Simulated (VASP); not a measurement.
Input of a VASP 6.6.1 run:

File INCAR:

```
PREC = Accurate
ENCUT = 520
EDIFF = 1E-7
ISMEAR = 0
SIGMA = 0.15
LREAL = False
LASPH = True
NELM = 80
ALGO = Normal
ISIF = 2
LWAVE = False
LCHARG = False
GGA = PS
IVDW = 12
NBANDS = 16
```

File KPOINTS:

```
Automatic mesh
0
Gamma
  18 18 6
```

POSCAR

```
C
1.0
    2.4580081303     -0.1843506097      0.0000000000
   -1.3886563765      2.2208727884      0.0000000000
    0.0000000000      0.0000000000      6.5800567393
C
4
Direct
    0.0000000000      0.0000000000      0.0025000000
    0.0000000000      0.0000000000      0.5025000000
    0.3333333333      0.6666666667      0.0025000000
    0.6666666667      0.3333333333      0.5025000000
```

Potentials or basis: VASP PAW PBE potentials, release 64 (C).

Run with:

```sh
$ cat potpaw_PBE.64/C/POTCAR > POTCAR
$ mpirun -np 1 vasp_std > vasp.out
```

Q: Predict the dispersion energy per atom.

A: -0.109 eV.

Q: What does it give for the largest force?

A: 2.189 eV/Å.

Q: Predict the pressure.

A: 9.9 GPa.

Stress tensor (GPa, compression positive):
```
15.26 72.13  0.00
72.13 14.44  0.00
 0.00  0.00 -0.10
```

Caveat: the cell differs from its parent crystal (engineering shear strain xy -0.1500, normal strain along z +0.0000); the cell stands under pressure; the PAW data sets were made with another functional, which shifts forces and pressure a little.
